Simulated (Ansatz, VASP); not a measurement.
## SnS2 in VASP and in Ansatz

```
Sn S
1.0
     3.63900    0.00000    0.00000
    -1.81950    3.15147    0.00000
     0.00000    0.00000    5.86800
Sn S
1 2
Direct
  0.00000 0.00000 0.00000
  0.33333 0.66667 0.25000
  0.66667 0.33333 0.75000
```

Alike in both runs: task relaxation of cell and atoms; functional PBE; dispersion D4; k mesh 6 × 6 × 4; occupations gaussian, width 0.02 eV; no spin polarisation.

|  | VASP | Ansatz |
| --- | --- | --- |
| version | VASP 6.6.1 | Ansatz 0.2.0 |
| potentials or method | VASP PAW PBE potentials, release 64 (Sn_d, S) | plane waves, PAW |
| plane-wave cutoff (eV) | 500 | 420 |
| valence electrons in the cell | 26 | 26 |

VASP gave:

| Quantity | Value |
| --- | --- |
| relaxed volume (Å³/atom) | 22.49 |
| relaxed cell length with the largest relative difference (Å) | 5.789 |

Q: Which values does Ansatz return?

A: Relaxed volume (Å³/atom): 22.55; relaxed cell length with the largest relative difference (Å): 5.800.
